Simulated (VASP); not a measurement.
# Se (P3_121) in VASP: further runs

The runs below take Se through single point, with PBE.

Program: VASP 6.6.1. These are calculated values, not measurements. Logs are shortened: lines on timing, memory, paths and dates and some standing lists are left out, and cuts for length are marked.

## Step 1: The cell of the first run

The structure is trigonal, space group P3_121 (No. 152). Conventional cell: a = 4.315 Å, b = 4.315 Å, c = 4.598 Å, α = 90.00°, β = 90.00°, γ = 120.00°. Within 2.8 Å of Se (site symmetry 2) lie 2 Se at 2.09 Å.

## Step 2: Single point, PBE (strained and its atoms moved)

INCAR

```
PREC = Accurate
ENCUT = 520
EDIFF = 1E-6
ISMEAR = 0
SIGMA = 0.02
LREAL = F
LASPH = T
NELM = 100
ALGO = Normal
ISIF = 2
LWAVE = F
LCHARG = T
GGA = PE
LELF = T
LVHAR = T
NBANDS = 16
```

KPOINTS

```
Automatic mesh
0
Gamma
  9 9 6
```

POSCAR

```
Se
1.0
    4.3150280855      0.0000000000      0.0000000000
   -2.1575140428      3.7369239401      0.0000000000
    0.0000000000      0.0000000000      4.5983278080
Se
3
Direct
    0.1910451831      0.0000000000      0.3333333333
    0.0000000000      0.1910451831      0.6666666667
    0.8089548169      0.8089548169      0.0000000000
```

Potentials or basis: VASP PAW PBE potentials, release 64 (Se).

Run with:

```
$ cat potpaw_PBE.64/Se/POTCAR > POTCAR
$ mpirun -np 1 vasp_std > vasp.out
```

OUTCAR:

```text
PREC = Accurate
   ENCUT = 520
   EDIFF = 1E-6
   ISMEAR = 0
   LREAL = F
   LASPH = T
   NELM = 100
   ISIF = 2
   GGA = PE

 ion  position               nearest neighbor table
   1  0.191  0.000  0.333-   3 2.09   2 2.09
   2  0.000  0.191  0.667-   3 2.09   1 2.09
   3  0.809  0.809  0.000-   1 2.09   2 2.09

  LATTYP: Found a hexagonal cell.
 ALAT       =     4.3150280855
 C/A-ratio  =     1.0656542013

  Lattice vectors:

 A1 = (   4.3150280855,   0.0000000000,   0.0000000000)
 A2 = (  -2.1575140428,   3.7369239401,   0.0000000000)
 A3 = (   0.0000000000,   0.0000000000,   4.5983278080)

Analysis of symmetry for initial positions (statically):
=====================================================================
 Subroutine PRICEL returns:
 Original cell was already a primitive cell.

 Routine SETGRP: Setting up the symmetry group for a
 hexagonal supercell.

 Subroutine GETGRP returns: Found  6 space group operations
 (whereof  2 operations were pure point group operations)
 out of a pool of 24 trial point group operations.

The static configuration has the point symmetry C_2 .
 The point group associated with its full space group is D_3 .

Analysis of symmetry for dynamics (positions and initial velocities):
=====================================================================
 Subroutine PRICEL returns:
 Original cell was already a primitive cell.

 Routine SETGRP: Setting up the symmetry group for a
 hexagonal supercell.

 Subroutine GETGRP returns: Found  6 space group operations
 (whereof  2 operations were pure point group operations)
 out of a pool of 24 trial point group operations.

The dynamic configuration has the point symmetry C_2 .
 The point group associated with its full space group is D_3 .

 Subroutine INISYM returns: Found  6 space group operations
 (whereof  2 operations are pure point group operations),
 and found     1 'primitive' translations

----------------------------------------------------------------------------------------

                                     Primitive cell

  volume of cell :      74.1477

  direct lattice vectors                    reciprocal lattice vectors
     4.315028085  0.000000000  0.000000000     0.231748202  0.133799887  0.000000000
    -2.157514043  3.736923940  0.000000000     0.000000000  0.267599774  0.000000000
     0.000000000  0.000000000  4.598327808     0.000000000  0.000000000  0.217470359

[... 85 lines left out ...]
   EDIFF  = 0.1E-05   stopping-criterion for ELM
   LREAL  =      F    real-space projection
   EDIFFG = 0.1E-04   stopping-criterion for IOM
   NSW    =      0    number of steps for IOM
   IBRION =     -1    ionic relax: 0-MD 1-quasi-New 2-CG
   NFREE  =      0    steps in history (QN), initial steepest desc. (CG)
   ISIF   =      2    stress and relaxation
   ISYM   =      2    0-nonsym 1-usesym 2-fastsym
   POTIM  = 0.5000    time-step for ionic-motion
   TEBEG  =    0.0;   TEEND  =   0.0 temperature during run
   PSTRESS=    0.0 pullay stress
   NELECT =      18.0000    total number of electrons
   NUPDOWN=      -1.0000    fix difference up-down
   EMIN   =  10.00;   EMAX   =-10.00  energy-range for DOS
   EFERMI =   0.00;   METHOD = LEGACY
   ISMEAR =     0;   SIGMA  =   0.02  broadening in eV -4-tet -1-fermi 0-gaus
   EFERMI_NEDOS =   21; number of points for ismear=-14 and -15
   IALGO  =     38    algorithm
   IMIX   =      4    mixing-type and parameters
     AMIX     =   0.40;   BMIX     =  1.00
     AMIX_MAG =   1.60;   BMIX_MAG =  1.00
  volume/ion in A,a.u.               =      24.72       166.79
  Fermi-wavevector in a.u.,A,eV,Ry     =   1.021252  1.929887 14.190282  1.042956
  Thomas-Fermi vector in A             =   2.154867
   LORBIT       =      0    0 simple, 1 ext, 2 COOP (PROOUT), +10 PAW based schemes
   GGA     = PE    functional components
   LHFCALC =     F    Hartree Fock is set to
   AEXX    =    0.0000 exact exchange contribution
   IVDW    =     0    specifies the selected vdW correction
   LEPSILON=     F    determine dielectric tensor
   LRPA    =     F    only Hartree local field effects (RPA)
 non-spin polarized calculation
 Gauss-broadening in eV      SIGMA  =   0.02
  energy-cutoff  :      520.00
  volume of cell :       74.15
 maximum number of plane-waves:      2016
   NGX = 17   NGY = 17   NGZ = 17

 number of electron      18.0000001 magnetization

 Free energy of the ion-electron system (eV)
  ---------------------------------------------------
  ext. energy  EPLUGINS =         0.00000000
  ---------------------------------------------------
  free energy    TOTEN  =        -8.13941029 eV

  energy without entropy =       -8.13941029  energy(sigma->0) =       -8.13941029

 E-fermi :   4.2003     XC(G=0):  -9.0722

 val. band max:        4.0443331897   @ k =   0.4444   0.1111   0.5000
 cond. band min:       5.2750050516   @ k =   0.3333   0.3333   0.5000
 fundamental gap:      1.2306718619
 Fermi energy:         4.2003226431

 k-point     1 :       0.0000    0.0000    0.0000
  band No.  band energies     occupation
      1     -14.4188      2.00000
      2      -8.7631      2.00000
      3      -8.7631      2.00000
      4      -1.1131      2.00000
      5      -1.1131      2.00000
      6      -0.6284      2.00000
[... 433 lines left out ...]
      3      -7.4104      2.00000
      4      -2.3891      2.00000
      5      -2.0377      2.00000
      6      -0.0986      2.00000
[... 8 lines left out ...]
     15      11.7700      0.00000
     16      12.6883      0.00000

 [... further k-points ...]

------------------------ aborting loop because EDIFF is reached ----------------------------------------

  FORCE on cell =-STRESS in cart. coord.  units (eV):
  Direction    XX          YY          ZZ          XY          YZ          ZX
  --------------------------------------------------------------------------------------
  -------------------------------------------------------------------------------------
  Total       10.7104229     10.7104229     21.1210511     -0.0000000      0.0000000      0.0000000
  in kB      231.4298570    231.4298570    456.3817784     -0.0000000      0.0000000      0.0000000
  external PRESSURE =     306.4138308 kB  Pullay stress =       0.0000000 kB

 VOLUME and BASIS-vectors are now :
 -----------------------------------------------------------------------------
  energy-cutoff  :      520.00
  volume of cell :       74.15
      direct lattice vectors                 reciprocal lattice vectors
     4.315028085  0.000000000  0.000000000     0.231748202  0.133799887  0.000000000
    -2.157514043  3.736923940  0.000000000     0.000000000  0.267599774  0.000000000
     0.000000000  0.000000000  4.598327808     0.000000000  0.000000000  0.217470359

 POSITION                                       TOTAL-FORCE (eV/Angst)
 -----------------------------------------------------------------------------------
      0.82437      0.00000      1.53278         7.241156      0.000000      0.000000
     -0.41218      0.71392      3.06555        -3.620578      6.271025     -0.000000
      1.74533      3.02300      0.00000        -3.620578     -6.271025      0.000000
 -----------------------------------------------------------------------------------
    total drift:                               -0.000000     -0.000000      0.000000

  FREE ENERGIE OF THE ION-ELECTRON SYSTEM (eV)
  ---------------------------------------------------
  free  energy   TOTEN  =        -8.1394102931 eV

  energy  without entropy=       -8.1394102931  energy(sigma->0) =       -8.13941029
```

OSZICAR:

```text
N       E                     dE             d eps       ncg     rms          rms(c)
DAV:   1     0.890639939763E+02    0.89064E+02   -0.74610E+03  1984   0.947E+02
DAV:   2    -0.319065610083E+01   -0.92255E+02   -0.87339E+02  2696   0.164E+02
DAV:   3    -0.825602303648E+01   -0.50654E+01   -0.50517E+01  2512   0.437E+01
DAV:   4    -0.828835177657E+01   -0.32329E-01   -0.32326E-01  2568   0.411E+00
DAV:   5    -0.828859424172E+01   -0.24247E-03   -0.24246E-03  2552   0.347E-01    0.118E+01
DAV:   6    -0.817975460596E+01    0.10884E+00   -0.63258E-02  2256   0.140E+00    0.731E+00
DAV:   7    -0.814035165610E+01    0.39403E-01   -0.12405E-01  2160   0.195E+00    0.316E-01
DAV:   8    -0.813922583501E+01    0.11258E-02   -0.79859E-03  2312   0.549E-01    0.111E-01
DAV:   9    -0.813935389983E+01   -0.12806E-03   -0.46793E-04  2784   0.122E-01    0.313E-02
DAV:  10    -0.813939757688E+01   -0.43677E-04   -0.23383E-05  2328   0.326E-02    0.130E-02
DAV:  11    -0.813941007410E+01   -0.12497E-04   -0.15076E-05  2528   0.241E-02    0.577E-03
DAV:  12    -0.813941029306E+01   -0.21896E-06   -0.37541E-07  2128   0.383E-03
   1 F= -.81394103E+01 E0= -.81394103E+01  d E =-.530965E-30
```

It took 23 s on 1 thread of Intel Xeon 6975P-C (Granite Rapids), shared host; peak memory 0.21 GiB.

What came out:

* Free energy: -8.1394 eV
* Pressure: 30.6 GPa
* Largest force: 7.241 eV/Å
* Band gap on the k mesh: 1.23 eV (least direct gap 1.52 eV)

Forces on the atoms (eV/Å):
```
Se   7.241  0.000  0.000
Se  -3.621  6.271  0.000
Se  -3.621 -6.271  0.000
```

Stress tensor (GPa, compression positive):
```
23.14  0.00  0.00
 0.00 23.14  0.00
 0.00  0.00 45.64
```

Caveat: the cell differs from its parent crystal (strained and its atoms moved); the stress differs along the axes, from 23 to 46 GPa; forces of over 1 eV/Å act on the atoms, so gaps and moduli don't describe the material at rest. A k mesh can miss the band edges.

## Step 3: Single point, PBE (strained)

INCAR

```
  ALGO = Normal
  EDIFF = 1E-6
  ENCUT = 520
  GGA = PE
  ISIF = 2
  ISMEAR = 0
  LASPH = True
  LCHARG = False
  LREAL = False
  LWAVE = False
  NBANDS = 16
  NELM = 60
  PREC = Accurate
  SIGMA = 0.02
```

KPOINTS

```
k-points
0
Gamma
  9 9 6
```

POSCAR

```
Se
1.0
    4.2459111403      0.0000000000      0.0000000000
   -2.1229555702      3.6770669098      0.0000000000
    0.0000000000      0.0000000000      5.1143443200
Se
3
Direct
    0.2483032113      0.0000000000      0.3333333333
    0.0000000000      0.2483032113      0.6666666667
    0.7516967887      0.7516967887      0.0000000000
```

Potentials or basis: VASP PAW PBE potentials, release 64 (Se).

Run with:

```
$ cat potpaw_PBE.64/Se/POTCAR > POTCAR
$ mpirun -np 1 vasp_std > vasp.out
```

Wall time 25 s (1 thread of Intel Xeon 6975P-C (Granite Rapids), shared host); peak memory 0.22 GiB.

It converged, with:

```
Free energy            : -10.4336 eV
Pressure               : -1.8 GPa
Largest force          : 0.579 eV/Å
Band gap on the k mesh : 0.70 eV (least direct gap 0.80 eV)
```

Forces in eV/Å, atoms in the order of the input:
```
Se  -0.579  0.000  0.000
Se   0.289 -0.501  0.000
Se   0.289  0.501  0.000
```

Stress tensor (GPa, compression positive):
```
-1.65  0.00  0.00
 0.00 -1.65  0.00
 0.00  0.00 -1.95
```

Levels at points of the mesh, in eV from the valence-band top:
```
           k point  band 7  band 8  band 9  band 10  band 11  band 12
(0.00, 0.00, 0.00)   -1.77   -1.77   -0.54     1.41     1.41     1.76
(0.00, 0.00, 0.50)   -1.36   -1.36   -1.19     0.78     0.78     0.97
```

Caveat: the cell differs from its parent crystal (strained); semilocal functionals underestimate gaps, and a narrow one can read as zero. A k mesh can miss the band edges.
